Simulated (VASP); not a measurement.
Al: single point with r2SCAN

The system is Al.

```xyz
1
Lattice="2.7047 0.0000 0.0000 0.0000 2.7047 0.0000 0.0000 0.0000 2.7047" Properties=species:S:1:pos:R:3 pbc="T T T"
Al    0.0000    0.0000    0.0000
```

- Program: VASP 6.6.1
- Task: single point
- Functional: r2SCAN
- Potentials or basis: VASP PAW PBE potentials, release 64 (Al)
- Cutoff: 520 eV
- k mesh: 6 × 6 × 6
- Occupations: gaussian, width 0.1 eV
- Spin: no spin polarisation

* Pressure: -0.1 GPa

Levels at points of the mesh, in eV from the Fermi level:
```
           k point  band 1  band 2  band 3  band 4  band 5
(0.00, 0.00, 0.00)  -10.20    8.49    8.49    9.97    9.97
(0.50, 0.00, 0.00)   -5.44   -4.41   11.28   13.86   13.86
(0.50, 0.50, 0.00)   -0.60   -0.60    0.04    2.40   17.87
(0.50, 0.50, 0.50)    3.19    3.19    3.19    5.86    5.86
```

Wall time 9.9 s on 1 thread of Intel(R) Xeon(R) Platinum 8259CL CPU @ 2.50GHz (Skylake/Cascade Lake), with other jobs on the host, peak memory 0.12 GiB.

Caveat: the k points lie up to 0.39 Å⁻¹ apart; the PAW data sets were made with another functional, which shifts forces and pressure a little.
